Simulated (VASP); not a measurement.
Crystal: BaTiO3.

```
Ba Ti O
1.0
     3.92422    0.00000    0.00000
     0.00000    3.92422    0.00000
     0.00000    0.00000    3.92422
Ba Ti O
1 1 3
Direct
  0.50000 0.50000 0.50000
  0.00000 0.00000 0.00000
  0.00000 0.00000 0.50000
  0.00000 0.50000 0.00000
  0.50000 0.00000 0.00000
```

Program: VASP 6.6.1. Alike in all runs: task single point; potentials or basis VASP PAW PBE potentials, release 64 (Ba_sv, Ti_sv, O); no spin polarisation; cell as given; k mesh 7 × 7 × 7; cutoff (eV) 520; smearing fermi-dirac 0.05 eV.

Order these runs on this cell by their pressure, lowest first.
A. level PBE
B. level PBEsol
C. level r2SCAN

B (9.0 GPa), C (13.2 GPa), A (16.0 GPa).

Caveats: the PAW data sets were made with another functional, which shifts forces and pressure a little (some runs).
